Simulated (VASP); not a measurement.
Write the native input for VASP 6.6.1 that does the following.

```
Task                   : single point
Functional             : PBEsol
Potentials or basis    : VASP PAW PBE potentials, release 64 (Ag)
Cutoff                 : 520 eV
k mesh                 : 10 × 10 × 10
Occupations            : fermi-dirac, width 0.05 eV
Spin                   : no spin polarisation
Dipole correction      : no
Further INCAR settings : ALGO = Fast; EDIFF = 1e-06; NBANDS = 24
```

The structure of Ag lies in POSCAR:

```
Ag
1.0
    1.4429765387      0.8331028931      7.0575750582
   -1.4429765387      0.8331028931      7.0575750582
    0.0000000000     -1.6662057860      7.0575750582
Ag
3
Direct
    0.2222810000      0.2222810000      0.2222810000
    0.7777190000      0.7777190000      0.7777190000
    0.0000000000      0.0000000000      0.0000000000
```

These files were run (other wordings do the same):

INCAR

```
PREC = Accurate
ENCUT = 520
EDIFF = 1E-6
ISMEAR = -1
SIGMA = 0.05
LREAL = F
LASPH = T
NELM = 100
ALGO = Fast
ISIF = 2
LWAVE = F
LCHARG = F
GGA = PS
NBANDS = 24
```

KPOINTS

```
regular mesh
0
Gamma
  10 10 10
```

Potentials or basis: VASP PAW PBE potentials, release 64 (Ag).

Run with:

```sh
$ cat potpaw_PBE.64/Ag/POTCAR > POTCAR
$ mpirun -np 1 vasp_std > vasp.out
```

It gave:

- Pressure: -1.8 GPa
- Largest force: 0.005 eV/Å
- Band gap on the k mesh: zero (an odd number of electrons rules out a gap without spin polarisation)

Caveat: the PAW data sets were made with another functional, which shifts forces and pressure a little.

Run time: 20 min on 1 thread of Intel(R) Xeon(R) Platinum 8488C (Sapphire Rapids), on a shared host, peak memory 0.44 GiB.
